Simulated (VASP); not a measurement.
C, 1 atom in the cell. The structure is cubic, space group Fm-3m (No. 225). Conventional cell: a = 2.980 Å, b = 2.980 Å, c = 2.980 Å, α = 90.00°, β = 90.00°, γ = 90.00°. C (site symmetry m-3m) has 12 C at 2.11 Å within 2.8 Å. 

- Program: VASP 6.6.1
- Task: relaxation of cell and atoms
- Functional: r2SCAN
- Potentials or basis: VASP PAW PBE potentials, release 64 (C)
- Cutoff: 600 eV
- k mesh: 18 × 18 × 18
- Occupations: fermi-dirac, width 0.1 eV
- Spin: no spin polarisation
- Dipole correction: no
- Further INCAR settings: ALGO = Normal; EDIFF = 1e-07; IBRION = 2; EDIFFG = -0.01; NSW = 80; ISIF = 3

Potentials or basis: VASP PAW PBE potentials, release 64 (C).

Command:

```bash
$ cat potpaw_PBE.64/C/POTCAR > POTCAR
$ cp INCAR.step1 INCAR
$ mpirun -np 1 vasp_std > vasp.out
$ cp INCAR.step2 INCAR
$ mpirun -np 1 vasp_std > vasp.out
```

Hardware: 1 thread of Intel Xeon 8259CL, on a shared host.

How long does it take, and how much memory?

Run time: 2.8 min on 1 thread of Intel Xeon 8259CL (shared host), peak memory 0.12 GiB. Counts: k points 195, ion steps 3.
